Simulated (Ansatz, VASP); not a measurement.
## One calculation of Co, two programs

```
Co
1.0
     2.41274    0.00000    0.00000
    -1.20637    2.08950    0.00000
     0.00000    0.00000    3.94139
Co
2
Cartesian
  1.2064 0.6965 1.0242
  0.0000 1.3930 2.9172
```

Change from the starting cell: strain -0.030 along x and y, -0.030 along z, atoms carried along.

Alike in both runs: task single point; functional PBEsol; k mesh 24 × 24 × 12; occupations gaussian, width 0.15 eV; collinear spin.

```csv
,VASP,Ansatz
version,VASP 6.6.1,Ansatz 0.2.0
potentials or method,"VASP PAW PBE potentials, release 64 (Co), cutoff 520 eV","scalar-relativistic, plane waves, PAW"
valence electrons in the cell,18,34
```

VASP gave:

| Quantity | Value |
| --- | --- |
| gap on the k mesh at the Fermi level (eV) | none |
| pressure (GPa) | 11.7 |
| traceless stress, the component that is largest in VASP (GPa) | -2.00 |
| rms of the force components (eV/Å) | 0.445 |
| net moment per atom (μB) | 1.54 |
| size of the moment on the site where the two differ most (μB) | 1.54 |

**Question.** What did Ansatz give for the same quantities?

**Answer.** gap on the k mesh at the Fermi level (eV): none; pressure (GPa): 12.9; traceless stress, the component that is largest in VASP (GPa): -1.99; rms of the force components (eV/Å): 0.454; net moment per atom (μB): 1.54; size of the moment on the site where the two differ most (μB): 1.60.

VASP's potentials were made for PBE, not for PBEsol. Site moments also hang on the region over which each program counts them. Atom by atom the forces differ by 0.009 eV/Å (rms over components). A gap of «none» marks a metal or a gap that the smearing closes. The functional is the same, so the differences come from potentials, cutoffs and numerics. VASP's potentials hold 18 valence electrons a cell and Ansatz's 34, so a difference there can come from the potentials and not from the codes.
